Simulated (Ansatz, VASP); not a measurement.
## Ru: VASP beside Ansatz

The input INCAR:

```
ALGO = Normal ; EDIFF = 1E-7
ENCUT = 520 ; GGA = PE
ISIF = 2 ; ISMEAR = -1
LASPH = True ; LCHARG = True
LELF = True ; LREAL = False
LVHAR = True ; LWAVE = False
NBANDS = 13 ; NELM = 60
PREC = Accurate ; SIGMA = 0.05
```

Contents of KPOINTS:

```
k-points
0
Gamma
  17 17 15
```

Contents of POSCAR:

```
Ru
1.0
    2.2980451361      0.0000000000      0.0000000000
   -1.1490225680      1.9901654669      0.0000000000
    0.0000000000      0.0000000000      2.1376341607
Ru
1
Direct
    0.0000000000      0.0000000000      0.0000000000
```

Input for Ansatz:

```yaml
crystal:
  lattice:
    - [2.2980451361, 0.0, 0.0]
    - [-1.149022568, 1.9901654669, 0.0]
    - [0.0, 0.0, 2.1376341607]
  atoms:
    - { symbol: Ru, position: [0.0, 0.0, 0.0] }
kpoints:
  mp_grid: { grid: [17, 17, 15] }
scf:
  occupations: { method: fermi_dirac, width: 0.05 }
hamiltonian:
  xc: pbe
  pseudopotentials: { kind: all_electron, lapw: { basis_error: 0.001 } }
output:
  forces: true
  stress: true
  eigenvalues: true
  populations: true
```

Change from the starting cell: volume scaled by 0.65, LAPW.

Alike in both runs: task single point; functional PBE; k mesh 17 × 17 × 15; occupations fermi-dirac, width 0.05 eV; no spin polarisation.

|  | VASP | Ansatz |
| --- | --- | --- |
| version | VASP 6.6.1 | Ansatz 0.2.0 |
| potentials or method | VASP PAW PBE potentials, release 64 (Ru_pv), cutoff 520 eV | all-electron LAPW, scalar-relativistic |

Ansatz gave:

- pressure (GPa): 284.7
- traceless stress, the component that is largest in VASP (GPa): -0.29

Task: Which values does VASP return?

Result: Pressure (GPa): 289.7; traceless stress, the component that is largest in VASP (GPa): 2.15.

Both programs put the cell under a high pressure, so it lies far from rest at this level. Ansatz ran all-electron here, and VASP with PAW potentials.

Noted on VASP's run: the cell as given lies far from equilibrium.
